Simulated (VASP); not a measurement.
# TiB (Pm-3m) in VASP: notebook

The runs below take TiB through single point, with PBEsol.

Everything below comes from runs of VASP 6.6.1. Logs are shortened: lines on timing, memory, paths and dates and some standing lists are left out, and cuts for length are marked.

## (1) The cell of the first run

The structure is cubic, space group Pm-3m (No. 221). The conventional cell has a = 2.748 Å, b = 2.748 Å, c = 2.748 Å, α = 90.00°, β = 90.00°, γ = 90.00°. Ti (site symmetry m-3m) has 8 B at 2.38 Å and 6 Ti at 2.75 Å within 3.1 Å. Within 3.1 Å of B (site symmetry m-3m) lie 8 Ti at 2.38 Å and 6 B at 2.75 Å.

## (2) Single point, PBEsol

File INCAR:

```
SYSTEM = TiB
PREC = Accurate
ENCUT = 500
EDIFF = 1E-6
ISMEAR = -1
SIGMA = 0.05
LREAL = .False.
LASPH = .True.
NELM = 120
ALGO = Normal
ISIF = 2
LWAVE = .False.
LCHARG = .False.
GGA = PS
NBANDS = 14
GGA_COMPAT = .False.
```

File KPOINTS:

```
Automatic mesh
0
Gamma
  9 9 9
  0 0 0
```

File POSCAR:

```
TiB
1.0
    2.7478683715      0.0000000000      0.0000000000
    0.0000000000      2.7478683715      0.0000000000
    0.0000000000      0.0000000000      2.7478683715
Ti B
1 1
Direct
    0.0000000000      0.0000000000      0.0000000000
    0.5000000000      0.5000000000      0.5000000000
```

Potentials or basis: VASP PAW PBE potentials, release 64 (Ti_sv, B).

Started as:

```sh
$ cat potpaw_PBE.64/Ti_sv/POTCAR potpaw_PBE.64/B/POTCAR > POTCAR
$ mpirun -np 1 vasp_std > vasp.out
```

OUTCAR:

```text
SYSTEM = TiB
   PREC = Accurate
   ENCUT = 500
   EDIFF = 1E-6
   ISMEAR = -1
   LREAL = .False.
   LASPH = .True.
   NELM = 120
   ISIF = 2
   GGA = PS

 ion  position               nearest neighbor table
   1  0.000  0.000  0.000-   2 2.38   2 2.38   2 2.38   2 2.38   2 2.38   2 2.38   2 2.38   2 2.38

   2  0.500  0.500  0.500-   1 2.38   1 2.38   1 2.38   1 2.38   1 2.38   1 2.38   1 2.38   1 2.38

  LATTYP: Found a simple cubic cell.
 ALAT       =     2.7478683715

  Lattice vectors:

 A1 = (   2.7478683715,   0.0000000000,   0.0000000000)
 A2 = (   0.0000000000,   2.7478683715,   0.0000000000)
 A3 = (   0.0000000000,   0.0000000000,   2.7478683715)

Analysis of symmetry for initial positions (statically):
=====================================================================
 Subroutine PRICEL returns:
 Original cell was already a primitive cell.

 Routine SETGRP: Setting up the symmetry group for a
 simple cubic supercell.

 Subroutine GETGRP returns: Found 48 space group operations
 (whereof 48 operations were pure point group operations)
 out of a pool of 48 trial point group operations.

The static configuration has the point symmetry O_h .

Analysis of symmetry for dynamics (positions and initial velocities):
=====================================================================
 Subroutine PRICEL returns:
 Original cell was already a primitive cell.

 Routine SETGRP: Setting up the symmetry group for a
 simple cubic supercell.

 Subroutine GETGRP returns: Found 48 space group operations
 (whereof 48 operations were pure point group operations)
 out of a pool of 48 trial point group operations.

The dynamic configuration has the point symmetry O_h .

 Subroutine INISYM returns: Found 48 space group operations
 (whereof 48 operations are pure point group operations),
 and found     1 'primitive' translations

----------------------------------------------------------------------------------------

                                     Primitive cell

  volume of cell :      20.7486

  direct lattice vectors                    reciprocal lattice vectors
     2.747868372  0.000000000  0.000000000     0.363918451  0.000000000  0.000000000
     0.000000000  2.747868372  0.000000000     0.000000000  0.363918451  0.000000000
     0.000000000  0.000000000  2.747868372     0.000000000  0.000000000  0.363918451

  length of vectors
     2.747868372  2.747868372  2.747868372     0.363918451  0.363918451  0.363918451

  position of ions in fractional coordinates (direct lattice)
     0.000000000  0.000000000  0.000000000
     0.500000000  0.500000000  0.500000000

  ion indices of the primitive-cell ions
   primitive index   ion index
                 1           1
                 2           2

----------------------------------------------------------------------------------------

 KPOINTS: Automatic mesh

Automatic generation of k-mesh.
 Grid dimensions read from file:
 generate k-points for:    9    9    9

 Generating k-lattice:

  Cartesian coordinates                     Fractional coordinates (reciprocal lattice)
     0.040435383  0.000000000  0.000000000     0.111111111  0.000000000  0.000000000
     0.000000000  0.040435383  0.000000000     0.000000000  0.111111111  0.000000000
     0.000000000  0.000000000  0.040435383     0.000000000  0.000000000  0.111111111

  Length of vectors
     0.040435383  0.040435383  0.040435383

  Shift w.r.t. Gamma in fractional coordinates (k-lattice)
     0.000000000  0.000000000  0.000000000

 Subroutine IBZKPT returns following result:
 ===========================================

 Found     35 irreducible k-points:

 Following reciprocal coordinates:
            Coordinates               Weight
  0.000000  0.000000  0.000000      1.000000
  0.111111  0.000000  0.000000      6.000000
  0.222222  0.000000  0.000000      6.000000
  0.333333  0.000000  0.000000      6.000000
  0.444444  0.000000  0.000000      6.000000
  0.111111  0.111111  0.000000     12.000000
[... 16 lines left out ...]
  0.333333  0.333333  0.111111     24.000000
  0.444444  0.333333  0.111111     48.000000
 [... further k-points ...]
   k-points           NKPTS =     35   k-points in BZ     NKDIM =     35   number of bands    NBANDS=     14
   number of dos      NEDOS =    301   number of ions     NIONS =      2
   total plane-waves  NPLWV =   8000
   dimension x,y,z NGX =    20 NGY =   20 NGZ =   20
   dimension x,y,z NGXF=    40 NGYF=   40 NGZF=   40
   ions per type =               1   1
   NGX,Y,Z   is equivalent  to a cutoff of  12.10, 12.10, 12.10 a.u.
   NGXF,Y,Z  is equivalent  to a cutoff of  24.20, 24.20, 24.20 a.u.
 SYSTEM =  TiB
   PREC   = accura    normal or accurate (medium, high low for compatibility)
   ISTART =      0    job   : 0-new  1-cont  2-samecut
   ICHARG =      2    charge: 1-file 2-atom 10-const
   ISPIN  =      1    spin polarized calculation?
   LNONCOLLINEAR =      F non collinear calculations
   LSORBIT =      F    spin-orbit coupling
   LASPH  =      T    aspherical Exc in radial PAW
   ENCUT  =  500.0 eV  36.75 Ry    6.06 a.u.   5.01  5.01  5.01*2*pi/ulx,y,z
   NELM   =    120;   NELMIN=  2; NELMDL= -5     # of ELM steps
   EDIFF  = 0.1E-05   stopping-criterion for ELM
   LREAL  =      F    real-space projection
   EDIFFG = 0.1E-04   stopping-criterion for IOM
   NSW    =      0    number of steps for IOM
   IBRION =     -1    ionic relax: 0-MD 1-quasi-New 2-CG
   NFREE  =      0    steps in history (QN), initial steepest desc. (CG)
   ISIF   =      2    stress and relaxation
   ISYM   =      2    0-nonsym 1-usesym 2-fastsym
   POTIM  = 0.5000    time-step for ionic-motion
   TEBEG  =    0.0;   TEEND  =   0.0 temperature during run
   PSTRESS=    0.0 pullay stress
   NELECT =      15.0000    total number of electrons
   NUPDOWN=      -1.0000    fix difference up-down
   EMIN   =  10.00;   EMAX   =-10.00  energy-range for DOS
   EFERMI =   0.00;   METHOD = LEGACY
   ISMEAR =    -1;   SIGMA  =   0.05  broadening in eV -4-tet -1-fermi 0-gaus
   EFERMI_NEDOS =   21; number of points for ismear=-14 and -15
   IALGO  =     38    algorithm
   IMIX   =      4    mixing-type and parameters
     AMIX     =   0.40;   BMIX     =  1.00
     AMIX_MAG =   1.60;   BMIX_MAG =  1.00
  volume/ion in A,a.u.               =      10.37        70.01
  Fermi-wavevector in a.u.,A,eV,Ry     =   1.469296  2.776567 29.372679  2.158831
  Thomas-Fermi vector in A             =   2.584691
   LORBIT       =      0    0 simple, 1 ext, 2 COOP (PROOUT), +10 PAW based schemes
   GGA     = PS    functional components
   LHFCALC =     F    Hartree Fock is set to
   AEXX    =    0.0000 exact exchange contribution
   IVDW    =     0    specifies the selected vdW correction
   LEPSILON=     F    determine dielectric tensor
   LRPA    =     F    only Hartree local field effects (RPA)
 non-spin polarized calculation
  energy-cutoff  :      500.00
  volume of cell :       20.75
 maximum number of plane-waves:       540
   NGX = 11   NGY = 11   NGZ = 11

 number of electron      15.0000013 magnetization

 Free energy of the ion-electron system (eV)
  ---------------------------------------------------
  ext. energy  EPLUGINS =         0.00000000
  ---------------------------------------------------
  free energy    TOTEN  =       -15.49278397 eV

  energy without entropy =      -15.46385571  energy(sigma->0) =      -15.47831984

 E-fermi :   9.8880     XC(G=0): -12.6624

 val. band max:        9.8775496496   @ k =   0.3333   0.0000   0.0000
 cond. band min:       9.9224787365   @ k =   0.4444   0.4444   0.3333
 fundamental gap:      0.0449290870
 Fermi energy:         9.8880143380

 k-point     1 :       0.0000    0.0000    0.0000
  band No.  band energies     occupation
      1     -46.5143      2.00000
      2     -22.5793      2.00000
      3     -22.5793      2.00000
      4     -22.5793      2.00000
      5      -1.3132      2.00000
      6       8.0897      2.00000
      7       8.0897      2.00000
      8      12.9151      0.00000
      9      12.9151      0.00000
     10      12.9151      0.00000
     11      12.9808      0.00000
     12      12.9808      0.00000
     13      12.9808      0.00000
     14      24.0406      0.00000

 k-point     2 :       0.1111    0.0000    0.0000
  band No.  band energies     occupation
      1     -46.5041      2.00000
      2     -22.6635      2.00000
      3     -22.5714      2.00000
      4     -22.5714      2.00000
      5      -1.0607      2.00000
      6       7.9271      2.00000
      7       8.1896      2.00000
      8      11.7019      0.00000
      9      11.7019      0.00000
     10      12.7003      0.00000
     11      13.0083      0.00000
     12      14.2962      0.00000
     13      14.2962      0.00000
     14      24.1726      0.00000

 k-point     3 :       0.2222    0.0000    0.0000
  band No.  band energies     occupation
      1     -46.4781      2.00000
      2     -22.8727      2.00000
      3     -22.5513      2.00000
      4     -22.5513      2.00000
      5      -0.3387      2.00000
      6       7.1400      2.00000
      7       8.4566      2.00000
      8      10.6470      0.00000
      9      10.6470      0.00000
     10      12.7395      0.00000
     11      13.0787      0.00000
     12      15.6694      0.00000
     13      15.6694      0.00000
     14      23.2758      0.00000
[... 324 lines left out ...]
 k-point    23 :       0.3333    0.3333    0.1111
  band No.  band energies     occupation
      1     -46.3751      2.00000
      2     -23.0245      2.00000
      3     -23.0028      2.00000
      4     -22.5565      2.00000
      5       2.1450      2.00000
      6       6.3564      2.00000
      7       7.1207      2.00000
      8      10.0127      0.15255
      9      10.6320      0.00000
     10      11.7707      0.00000
     11      14.1742      0.00000
     12      15.0306      0.00000
     13      16.7416      0.00000
     14      20.9924      0.00000

 k-point    24 :       0.4444    0.3333    0.1111
  band No.  band energies     occupation
      1     -46.3564      2.00000
      2     -23.1528      2.00000
      3     -22.9903      2.00000
      4     -22.5415      2.00000
      5       2.6281      2.00000
      6       5.8686      2.00000
      7       7.1533      2.00000
      8       9.8768      1.11171
      9      11.0643      0.00000
     10      11.8392      0.00000
     11      14.2542      0.00000
     12      14.5599      0.00000
     13      16.8878      0.00000
     14      20.2856      0.00000

 [... further k-points ...]

------------------------ aborting loop because EDIFF is reached ----------------------------------------

  FORCE on cell =-STRESS in cart. coord.  units (eV):
  Direction    XX          YY          ZZ          XY          YZ          ZX
  --------------------------------------------------------------------------------------
  -------------------------------------------------------------------------------------
  Total        0.3478231      0.3478231      0.3478231     -0.0000000     -0.0000000     -0.0000000
  in kB       26.8584677     26.8584677     26.8584677     -0.0000000     -0.0000000     -0.0000000
  external PRESSURE =      26.8584677 kB  Pullay stress =       0.0000000 kB

 VOLUME and BASIS-vectors are now :
 -----------------------------------------------------------------------------
  energy-cutoff  :      500.00
  volume of cell :       20.75
      direct lattice vectors                 reciprocal lattice vectors
     2.747868372  0.000000000  0.000000000     0.363918451  0.000000000  0.000000000
     0.000000000  2.747868372  0.000000000     0.000000000  0.363918451  0.000000000
     0.000000000  0.000000000  2.747868372     0.000000000  0.000000000  0.363918451

 POSITION                                       TOTAL-FORCE (eV/Angst)
 -----------------------------------------------------------------------------------
      0.00000      0.00000      0.00000         0.000000      0.000000      0.000000
      1.37393      1.37393      1.37393         0.000000      0.000000      0.000000
 -----------------------------------------------------------------------------------
    total drift:                                0.000000      0.000000      0.000000

  FREE ENERGIE OF THE ION-ELECTRON SYSTEM (eV)
  ---------------------------------------------------
  free  energy   TOTEN  =       -15.4927839745 eV

  energy  without entropy=      -15.4638557143  energy(sigma->0) =      -15.47831984
```

It took 19 s on 1 thread of Intel Xeon 8259CL, shared host; peak memory 0.13 GiB.

What came out:

```yaml
Free_energy: -15.4928 eV
Pressure: 2.7 GPa
Band_gap_on_the_k_mesh: zero (an odd number of electrons rules out a gap without spin polarisation)
```

Levels at points of the mesh, in eV from the Fermi level:
```csv
k point,band 3,band 4,band 5,band 6,band 7,band 8,band 9,band 10,band 11,band 12
"(0.00, 0.00, 0.00)",-32.47,-32.47,-11.20,-1.80,-1.80,3.03,3.03,3.03,3.09,3.09
```

Caveat: the PAW data sets were made with another functional, which shifts forces and pressure a little.

(Continued in part 2 of 2.)
